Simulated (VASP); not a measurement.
Crystal: NaHg3.

```xyz
4
Lattice="4.6406 0.0000 0.0000 0.0000 4.6406 0.0000 0.0000 0.0000 4.6406" Properties=species:S:1:pos:R:3 pbc="T T T"
Na    0.0000    0.0000    0.0000
Hg    0.0000    2.3203    2.3203
Hg    2.3203    0.0000    2.3203
Hg    2.3203    2.3203    0.0000
```

Base run:

```yaml
Program: VASP 6.6.1
Functional: PBEsol
Potentials_or_basis: VASP PAW PBE potentials, release 64 (Na_pv, Hg)
Cutoff: 520 eV
k_mesh: 5 × 5 × 5
Occupations: fermi-dirac, width 0.1 eV
Spin: no spin polarisation
```

Its results: pressure -1.7 GPa.

Task: The run is repeated on the same cell with these changes: k mesh from 5 × 5 × 5 to 3 × 3 × 3. What comes out?

Result: Pressure -0.3 GPa.

Caveats: some runs use coarse meshes; the PAW data sets were made with another functional, which shifts forces and pressure a little.
